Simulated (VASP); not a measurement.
Set up this calculation in VASP 6.6.1, as the native input.

| Property | Result |
| --- | --- |
| Task | single point |
| Functional | PBE |
| Potentials or basis | VASP PAW PBE potentials, release 64 (Na_pv) |
| Cutoff | 520 eV |
| k mesh | 11 × 11 × 11 |
| Occupations | fermi-dirac, width 0.1 eV |
| Spin | no spin polarisation |
| Dipole correction | no |
| Further INCAR settings | ALGO = Normal; EDIFF = 1e-06; NBANDS = 10 |

The structure of Na lies in POSCAR:

```
Na
1.0
   -2.0985562613      2.0985562613      2.0985562613
    2.0985562613     -2.0985562613      2.0985562613
    2.0985562613      2.0985562613     -2.0985562613
Na
1
Direct
    0.0000000000      0.0000000000      0.0000000000
```

The input as run:

INCAR

```
SYSTEM = Na
PREC = Accurate
ENCUT = 520
EDIFF = 1E-6
ISMEAR = -1
SIGMA = 0.1
LREAL = .False.
LASPH = .True.
NELM = 80
ALGO = Normal
ISIF = 2
LWAVE = .False.
LCHARG = .True.
GGA = PE
LELF = .True.
LVHAR = .True.
NBANDS = 10
```

KPOINTS

```
Automatic mesh
0
Gamma
  11 11 11
  0 0 0
```

Potentials or basis: VASP PAW PBE potentials, release 64 (Na_pv).

Launch:

```bash
$ cat potpaw_PBE.64/Na_pv/POTCAR > POTCAR
$ mpirun -np 1 vasp_std > vasp.out
```

Results of the run:

```json
{
 "Pressure": "0.0 GPa",
 "Band gap on the k mesh": "zero (an odd number of electrons rules out a gap without spin polarisation)"
}
```

It took 20 s on 1 thread of Intel Xeon 8259CL (shared host), peak memory 0.16 GiB.
